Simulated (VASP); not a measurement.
# Mo (Pm-3n) in VASP: a series of runs

The runs below take Mo through single point, relaxation of cell and atoms, with BLYP.

All numbers are computed with VASP 6.6.1; they aren't measurements. Logs are shortened: lines on timing, memory, paths and dates and some standing lists are left out, and cuts for length are marked.

## Step 1: The cell of the first run

It takes space group Pm-3n (No. 223, cubic). Conventional cell: a = 5.107 Å, b = 5.107 Å, c = 5.107 Å, α = 90.00°, β = 90.00°, γ = 90.00°. Within 3.8 Å of Mo (site symmetry m-3) lie 12 Mo at 2.85 Å. Within 3.4 Å of Mo (site symmetry -4m2) lie 14 Mo at 2.55 to 3.13 Å.

## Step 2: Single point, BLYP

File INCAR:

```
SYSTEM = Mo
AGGAC = 1.0 ; AGGAX = 1.0
ALDAC = 0.0 ; ALDAX = 1.0
ALGO = Normal ; EDIFF = 1E-6
ENCUT = 520 ; GGA = B5
ISIF = 2 ; ISMEAR = -1
LASPH = .TRUE. ; LCHARG = .FALSE.
LREAL = .FALSE. ; LWAVE = .FALSE.
NBANDS = 66 ; NELM = 100
PREC = Accurate ; SIGMA = 0.1
```

File KPOINTS:

```
k-points
0
G
  5 5 5
  0 0 0
```

File POSCAR:

```
Mo
1.0
    5.1068827995      0.0000000000      0.0000000000
    0.0000000000      5.1068827995      0.0000000000
    0.0000000000      0.0000000000      5.1068827995
Mo
8
Direct
    0.0000000000      1.0000000000      1.0000000000
    0.5000000000      0.5000000000      0.5000000000
    0.2500000000      0.0000000000      0.5000000000
    0.7500000000      1.0000000000      0.5000000000
    0.5000000000      0.2500000000      1.0000000000
    0.5000000000      0.7500000000      0.0000000000
    0.0000000000      0.5000000000      0.2500000000
    0.0000000000      0.5000000000      0.7500000000
```

Potentials or basis: VASP PAW PBE potentials, release 64 (Mo_sv).

Started as:

```
> cat potpaw_PBE.64/Mo_sv/POTCAR > POTCAR
> mpirun -np 1 vasp_std > vasp.out
```

OUTCAR:

```text
SYSTEM = Mo
   EDIFF = 1E-6
   ENCUT = 520
   GGA = B5
   ISIF = 2
   ISMEAR = -1
   LASPH = .TRUE.
   LREAL = .FALSE.
   NELM = 100
   PREC = Accurate

 ion  position               nearest neighbor table
   1  0.000  0.000  0.000-   3 2.85   4 2.85   5 2.85   6 2.85   7 2.85   8 2.85   3 2.85   4 2.85
                             7 2.85   8 2.85   5 2.85   6 2.85
   2  0.500  0.500  0.500-   3 2.85   4 2.85   5 2.85   6 2.85   7 2.85   8 2.85   5 2.85   6 2.85
                             3 2.85   4 2.85   7 2.85   8 2.85
   3  0.250  0.000  0.500-   4 2.55   4 2.55   1 2.85   1 2.85   2 2.85   2 2.85   8 3.13   5 3.13
                             5 3.13   6 3.13   6 3.13   7 3.13   8 3.13   7 3.13
   4  0.750  0.000  0.500-   3 2.55   3 2.55   1 2.85   1 2.85   2 2.85   2 2.85   8 3.13   5 3.13
                             5 3.13   6 3.13   6 3.13   7 3.13   8 3.13   7 3.13
   5  0.500  0.250  0.000-   6 2.55   6 2.55   1 2.85   2 2.85   2 2.85   1 2.85   8 3.13   4 3.13
                             3 3.13   4 3.13   3 3.13   7 3.13   7 3.13   8 3.13
   6  0.500  0.750  0.000-   5 2.55   5 2.55   1 2.85   2 2.85   2 2.85   1 2.85   8 3.13   4 3.13
                             3 3.13   4 3.13   3 3.13   7 3.13   7 3.13   8 3.13
   7  0.000  0.500  0.250-   8 2.55   8 2.55   1 2.85   2 2.85   1 2.85   2 2.85   3 3.13   4 3.13
                             5 3.13   3 3.13   4 3.13   6 3.13   5 3.13   6 3.13
   8  0.000  0.500  0.750-   7 2.55   7 2.55   1 2.85   2 2.85   1 2.85   2 2.85   3 3.13   4 3.13
                             5 3.13   3 3.13   4 3.13   6 3.13   5 3.13   6 3.13

  LATTYP: Found a simple cubic cell.
 ALAT       =     5.1068827995

  Lattice vectors:

 A1 = (   5.1068827995,   0.0000000000,   0.0000000000)
 A2 = (   0.0000000000,   5.1068827995,   0.0000000000)
 A3 = (   0.0000000000,   0.0000000000,   5.1068827995)

Analysis of symmetry for initial positions (statically):
=====================================================================
 Subroutine PRICEL returns:
 Original cell was already a primitive cell.

 Routine SETGRP: Setting up the symmetry group for a
 simple cubic supercell.

 Subroutine GETGRP returns: Found 48 space group operations
 (whereof 24 operations were pure point group operations)
 out of a pool of 48 trial point group operations.

The static configuration has the point symmetry T_h .
 The point group associated with its full space group is O_h .

Analysis of symmetry for dynamics (positions and initial velocities):
=====================================================================
 Subroutine PRICEL returns:
 Original cell was already a primitive cell.

 Routine SETGRP: Setting up the symmetry group for a
 simple cubic supercell.

[... 111 lines left out ...]
   TEBEG  =    0.0;   TEEND  =   0.0 temperature during run
   PSTRESS=    0.0 pullay stress
   NELECT =     112.0000    total number of electrons
   NUPDOWN=      -1.0000    fix difference up-down
   EMIN   =  10.00;   EMAX   =-10.00  energy-range for DOS
   EFERMI =   0.00;   METHOD = LEGACY
   ISMEAR =    -1;   SIGMA  =   0.10  broadening in eV -4-tet -1-fermi 0-gaus
   EFERMI_NEDOS =   21; number of points for ismear=-14 and -15
   IALGO  =     38    algorithm
   IMIX   =      4    mixing-type and parameters
     AMIX     =   0.40;   BMIX     =  1.00
     AMIX_MAG =   1.60;   BMIX_MAG =  1.00
  volume/ion in A,a.u.               =      16.65       112.35
  Fermi-wavevector in a.u.,A,eV,Ry     =   1.545225  2.920051 32.486890  2.387719
  Thomas-Fermi vector in A             =   2.650634
   LORBIT       =      0    0 simple, 1 ext, 2 COOP (PROOUT), +10 PAW based schemes
   GGA     = B5    functional components
   LHFCALC =     F    Hartree Fock is set to
   AEXX    =    0.0000 exact exchange contribution
   IVDW    =     0    specifies the selected vdW correction
   LEPSILON=     F    determine dielectric tensor
   LRPA    =     F    only Hartree local field effects (RPA)
 non-spin polarized calculation
  energy-cutoff  :      520.00
  volume of cell :      133.19
 maximum number of plane-waves:      3695
 NGX is ok and might be reduce to    40
   NGX = 19   NGY = 19   NGZ = 19

 number of electron     111.9999985 magnetization

 Free energy of the ion-electron system (eV)
  ---------------------------------------------------
  ext. energy  EPLUGINS =         0.00000000
  ---------------------------------------------------
  free energy    TOTEN  =       -75.41199416 eV

  energy without entropy =      -75.25422287  energy(sigma->0) =      -75.33310852

 E-fermi :  11.8521     XC(G=0): -12.3950

 val. band max:       11.8375542033   @ k =   0.4000   0.2000   0.2000
 cond. band min:      11.8544023267   @ k =   0.4000   0.2000   0.0000
 fundamental gap:      0.0168481234
 Fermi energy:        11.8521072103

 k-point     1 :       0.0000    0.0000    0.0000
  band No.  band energies     occupation
      1     -48.9885      2.00000
      2     -48.8884      2.00000
      3     -48.8884      2.00000
      4     -48.6762      2.00000
      5     -48.6762      2.00000
      6     -48.6762      2.00000
[... 679 lines left out ...]
     65      13.8451      0.00000
     66      13.9516      0.00000

------------------------ aborting loop because EDIFF is reached ----------------------------------------

  FORCE on cell =-STRESS in cart. coord.  units (eV):
  Direction    XX          YY          ZZ          XY          YZ          ZX
  --------------------------------------------------------------------------------------
  -------------------------------------------------------------------------------------
  Total        0.7305391      0.7305391      0.7305391     -0.0000000      0.0000000     -0.0000000
  in kB        8.7879260      8.7879260      8.7879260     -0.0000000      0.0000000     -0.0000000
  external PRESSURE =       8.7879260 kB  Pullay stress =       0.0000000 kB

 VOLUME and BASIS-vectors are now :
 -----------------------------------------------------------------------------
  energy-cutoff  :      520.00
  volume of cell :      133.19
      direct lattice vectors                 reciprocal lattice vectors
     5.106882800  0.000000000  0.000000000     0.195814167  0.000000000  0.000000000
     0.000000000  5.106882800  0.000000000     0.000000000  0.195814167  0.000000000
     0.000000000  0.000000000  5.106882800     0.000000000  0.000000000  0.195814167

 POSITION                                       TOTAL-FORCE (eV/Angst)
 -----------------------------------------------------------------------------------
      0.00000      0.00000      0.00000        -0.000000      0.000000     -0.000000
      2.55344      2.55344      2.55344        -0.000000      0.000000     -0.000000
      1.27672      0.00000      2.55344        -0.000000      0.000000     -0.000000
      3.83016      0.00000      2.55344         0.000000     -0.000000     -0.000000
      2.55344      1.27672      0.00000         0.000000      0.000000     -0.000000
      2.55344      3.83016      0.00000        -0.000000     -0.000000      0.000000
      0.00000      2.55344      1.27672        -0.000000     -0.000000      0.000000
      0.00000      2.55344      3.83016         0.000000     -0.000000     -0.000000
 -----------------------------------------------------------------------------------
    total drift:                                0.000000     -0.000000      0.000000

  FREE ENERGIE OF THE ION-ELECTRON SYSTEM (eV)
  ---------------------------------------------------
  free  energy   TOTEN  =       -75.4119941591 eV

  energy  without entropy=      -75.2542228743  energy(sigma->0) =      -75.33310852
```

Run time: 3.1 min. Hardware: 1 thread of Intel Xeon 8259CL, shared host; peak memory 0.26 GiB.

Results:

| Quantity | Value |
| --- | --- |
| Free energy | -75.4120 eV |
| Pressure | 0.9 GPa |
| Band gap on the k mesh | zero (bands 56 and 57 overlap by 0.53 eV) |

Caveat: the PAW data sets were made with another functional, which shifts forces and pressure a little.

## Step 3: Single point, BLYP

File INCAR:

```
  PREC = Accurate
  ENCUT = 520
  EDIFF = 1E-6
  ISMEAR = -1
  SIGMA = 0.1
  LREAL = F
  LASPH = T
  NELM = 100
  ALGO = Normal
  ISIF = 2
  LWAVE = F
  LCHARG = F
  GGA = B5
  ALDAX = 1.0
  AGGAX = 1.0
  AGGAC = 1.0
  ALDAC = 0.0
  NBANDS = 66
```

File KPOINTS:

```
regular mesh
0
Gamma
  7 7 7
```

POSCAR is that of step 2.

Potentials or basis: VASP PAW PBE potentials, release 64 (Mo_sv).

Started as:

```
> cat potpaw_PBE.64/Mo_sv/POTCAR > POTCAR
> mpirun -np 1 vasp_std > vasp.out
```

It took 4.9 min on 1 thread of Intel Xeon 8259CL, shared host; peak memory 0.3 GiB.

Results (log left out):

| Property | Result |
| --- | --- |
| Free energy | -75.3457 eV |
| Pressure | 1.2 GPa |
| Band gap on the k mesh | zero (bands 56 and 57 overlap by 0.63 eV) |

Levels at points of the mesh, in eV from the Fermi level:
```
           k point  band 52  band 53  band 54  band 55  band 56  band 57  band 58  band 59  band 60  band 61
(0.00, 0.00, 0.00)    -0.79    -0.79    -0.79    -0.48    -0.48    -0.48     1.09     1.09     1.09     1.11
```

Caveat: the PAW data sets were made with another functional, which shifts forces and pressure a little.

## Step 4: Relaxation of cell and atoms, BLYP

This run uses another cell than the first one, of 15.59 Å³/atom.

File INCAR:

```
SYSTEM = Mo
PREC = Accurate
ENCUT = 600
EDIFF = 1E-6
ISMEAR = -1
SIGMA = 0.1
LREAL = .FALSE.
LASPH = .TRUE.
NELM = 100
ALGO = Normal
ISIF = 3
LWAVE = .FALSE.
LCHARG = .FALSE.
GGA = B5
ALDAX = 1.0
AGGAX = 1.0
AGGAC = 1.0
ALDAC = 0.0
IBRION = 2
NSW = 80
EDIFFG = -0.01
```

File KPOINTS:

```
Automatic mesh
0
G
  5 5 5
  0 0 0
```

File POSCAR:

```
Mo
1.0
    4.9960273309      0.0000000000      0.0000000000
    0.0000000000      4.9960273309      0.0000000000
    0.0000000000      0.0000000000      4.9960273309
Mo
8
Direct
    0.0000000000      0.0000000000      0.0000000000
    0.5000000000      0.5000000000      0.5000000000
    0.2500000000      0.0000000000      0.5000000000
    0.7500000000      0.0000000000      0.5000000000
    0.5000000000      0.2500000000      0.0000000000
    0.5000000000      0.7500000000      0.0000000000
    0.0000000000      0.5000000000      0.2500000000
    0.0000000000      0.5000000000      0.7500000000
```

Potentials or basis: VASP PAW PBE potentials, release 64 (Mo_sv).

Started as:

```
> cat potpaw_PBE.64/Mo_sv/POTCAR > POTCAR
> mpirun -np 1 vasp_std > vasp.out
```

OUTCAR:

```text
SYSTEM = Mo
   PREC = Accurate
   ENCUT = 600
   EDIFF = 1E-6
   ISMEAR = -1
   LREAL = .FALSE.
   LASPH = .TRUE.
   NELM = 100
   ISIF = 3
   GGA = B5
   IBRION = 2
   NSW = 80
   EDIFFG = -0.01

 ion  position               nearest neighbor table
   1  0.000  0.000  0.000-   3 2.79   4 2.79   5 2.79   6 2.79   7 2.79   8 2.79   3 2.79   4 2.79
                             7 2.79   8 2.79   5 2.79   6 2.79
   2  0.500  0.500  0.500-   3 2.79   4 2.79   5 2.79   6 2.79   7 2.79   8 2.79   5 2.79   6 2.79
                             3 2.79   4 2.79   7 2.79   8 2.79
   3  0.250  0.000  0.500-   4 2.50   4 2.50   1 2.79   1 2.79   2 2.79   2 2.79   8 3.06   5 3.06
                             5 3.06   6 3.06   6 3.06   7 3.06   8 3.06   7 3.06
   4  0.750  0.000  0.500-   3 2.50   3 2.50   1 2.79   1 2.79   2 2.79   2 2.79   8 3.06   5 3.06
                             5 3.06   6 3.06   6 3.06   7 3.06   8 3.06   7 3.06
   5  0.500  0.250  0.000-   6 2.50   6 2.50   1 2.79   2 2.79   2 2.79   1 2.79   8 3.06   4 3.06
                             3 3.06   4 3.06   3 3.06   7 3.06   7 3.06   8 3.06
   6  0.500  0.750  0.000-   5 2.50   5 2.50   1 2.79   2 2.79   2 2.79   1 2.79   8 3.06   4 3.06
                             3 3.06   4 3.06   3 3.06   7 3.06   7 3.06   8 3.06
   7  0.000  0.500  0.250-   8 2.50   8 2.50   1 2.79   2 2.79   1 2.79   2 2.79   3 3.06   4 3.06
                             5 3.06   3 3.06   4 3.06   6 3.06   5 3.06   6 3.06
   8  0.000  0.500  0.750-   7 2.50   7 2.50   1 2.79   2 2.79   1 2.79   2 2.79   3 3.06   4 3.06
                             5 3.06   3 3.06   4 3.06   6 3.06   5 3.06   6 3.06

  LATTYP: Found a simple cubic cell.
 ALAT       =     4.9960273309

  Lattice vectors:

 A1 = (   4.9960273309,   0.0000000000,   0.0000000000)
[... 185 lines left out ...]
  Total       14.2609000     14.2609000     14.2609000      0.0000000     -0.0000000     -0.0000000
  in kB      183.2243117    183.2243117    183.2243117      0.0000000     -0.0000000     -0.0000000
  external PRESSURE =     183.2243117 kB  Pullay stress =       0.0000000 kB
[... 29 lines left out ...]
--------------------------------------- Ionic step        2  -------------------------------------------

 number of electron     111.9999973 magnetization

 E-fermi :   9.3070     XC(G=0): -11.4415

 val. band max:        9.2533381549   @ k =   0.2000   0.0000   0.0000
 cond. band min:       9.3668334553   @ k =   0.4000   0.4000   0.2000
 fundamental gap:      0.1134953004
 Fermi energy:         9.3069807120

 k-point     1 :       0.0000    0.0000    0.0000
  band No.  band energies     occupation
      1     -51.6020      2.00000
      2     -51.5622      2.00000
      3     -51.5622      2.00000
      4     -51.4536      2.00000
      5     -51.4536      2.00000
      6     -51.4536      2.00000
[... 772 lines left out ...]
--------------------------------------- Ionic step        4  -------------------------------------------

 number of electron     111.9999977 magnetization

 Free energy of the ion-electron system (eV)
  ---------------------------------------------------
  ext. energy  EPLUGINS =         0.00000000
  ---------------------------------------------------
  free energy    TOTEN  =       -75.39971773 eV

  energy without entropy =      -75.24148038  energy(sigma->0) =      -75.32059905

 E-fermi :  11.7903     XC(G=0): -12.3733

 val. band max:       11.7731016525   @ k =   0.4000   0.2000   0.2000
 cond. band min:      11.7957109487   @ k =   0.4000   0.2000   0.0000
 fundamental gap:      0.0226092962
 Fermi energy:        11.7903137282

 k-point     1 :       0.0000    0.0000    0.0000
  band No.  band energies     occupation
      1     -49.0507      2.00000
      2     -48.9525      2.00000
      3     -48.9525      2.00000
      4     -48.7434      2.00000
      5     -48.7434      2.00000
      6     -48.7434      2.00000
[... 724 lines left out ...]
  FREE ENERGIE OF THE ION-ELECTRON SYSTEM (eV)
  ---------------------------------------------------
  free  energy   TOTEN  =       -75.3997177306 eV

  energy  without entropy=      -75.2414803784  energy(sigma->0) =      -75.32059905

 reached required accuracy - stopping structural energy minimisation
```

OSZICAR:

```text
N       E                     dE             d eps       ncg     rms          rms(c)
DAV:   1     0.158356150733E+04    0.15836E+04   -0.74433E+04  1340   0.197E+03
DAV:   2    -0.100507795714E+02   -0.15936E+04   -0.15485E+04  1450   0.598E+02
DAV:   3    -0.774378539009E+02   -0.67387E+02   -0.64261E+02  1749   0.111E+02
DAV:   4    -0.791702438287E+02   -0.17324E+01   -0.17099E+01  1592   0.146E+01
[... 41 lines left out ...]
DAV:   3    -0.753994812013E+02    0.18231E-02   -0.11766E-02  1490   0.508E-01    0.261E-01
DAV:   4    -0.753997856855E+02   -0.30448E-03   -0.78024E-04  1689   0.142E-01    0.859E-02
DAV:   5    -0.753997260614E+02    0.59624E-04   -0.52011E-04  1668   0.112E-01    0.274E-02
DAV:   6    -0.753997183273E+02    0.77341E-05   -0.86892E-05  1488   0.492E-02    0.396E-03
DAV:   7    -0.753997177306E+02    0.59669E-06   -0.26408E-06  1193   0.668E-03
   4 F= -.75399718E+02 E0= -.75320599E+02  d E =-.482843E+00
```

Run time: 12 min. Hardware: 1 thread of Intel Xeon 8259CL, shared host; peak memory 0.28 GiB.

What came out:

| Quantity | Value |
| --- | --- |
| Free energy | -75.3997 eV |
| Relaxed volume | 16.72 Å³/atom |
| Relaxed cell | a = 5.114 Å, b = 5.114 Å, c = 5.114 Å, α = 90.00°, β = 90.00°, γ = 90.00° |
| Space group after relaxing (to 0.1 Å) | Pm-3n (No. 223) |
| Energy gained by relaxing | 60.4 meV/atom |
| Ionic steps | 4 |
| Pressure after relaxing | -0.1 GPa |
| Band gap on the k mesh | zero (bands 56 and 57 overlap by 0.52 eV) |

The path:
```csv
step,energy change (eV),largest force (eV/Å),pressure (GPa),volume (Å³)
1,0.0000,0.0000,18.32,124.70
2,2.1160,0.0000,-27.17,159.72
3,-0.4808,0.0000,-1.07,134.31
4,-0.4828,0.0000,-0.10,133.73
```

Final structure:
```yaml
crystal:
  lattice:
    - [5.11379, 0.00000, 0.00000]
    - [0.00000, 5.11379, 0.00000]
    - [0.00000, 0.00000, 5.11379]
  atoms:
    - { symbol: Mo, position: [0.00000, 0.00000, 0.00000] }
    - { symbol: Mo, position: [0.50000, 0.50000, 0.50000] }
    - { symbol: Mo, position: [0.25000, 0.00000, 0.50000] }
    - { symbol: Mo, position: [0.75000, 0.00000, 0.50000] }
    - { symbol: Mo, position: [0.50000, 0.25000, 0.00000] }
    - { symbol: Mo, position: [0.50000, 0.75000, 0.00000] }
    - { symbol: Mo, position: [0.00000, 0.50000, 0.25000] }
    - { symbol: Mo, position: [0.00000, 0.50000, 0.75000] }
```

Levels at points of the mesh, in eV from the Fermi level:
```csv
k point,band 54,band 55,band 56,band 57,band 58,band 59
"(0.00, 0.00, 0.00)",-0.76,-0.45,-0.45,-0.45,1.12,1.12
```

Caveat: the PAW data sets were made with another functional, which shifts forces and pressure a little.

## Step 5: Overview

| task | cell | k mesh | cutoff (eV) | gap on the mesh (eV) | pressure (GPa) |
| --- | --- | --- | --- | --- | --- |
| single point | a = 5.107 Å, 8 atoms | 5 × 5 × 5 | 520 | none | 0.9 |
| single point | a = 5.107 Å, 8 atoms | 7 × 7 × 7 | 520 | none | 1.2 |
| relaxation of cell and atoms | relaxed from a = 4.996 Å, 8 atoms | 5 × 5 × 5 | 600 | none | -0.1 |

Alike in all rows: level BLYP; potentials or basis VASP PAW PBE potentials, release 64 (Mo_sv); no spin polarisation; smearing fermi-dirac 0.1 eV.

Caveats: the PAW data sets were made with another functional, which shifts forces and pressure a little.

Total energies depend on the potentials used, so only differences within one code and one set of settings carry meaning.

The gap in the log of VASP goes by the Fermi energy; the results here count the filled bands.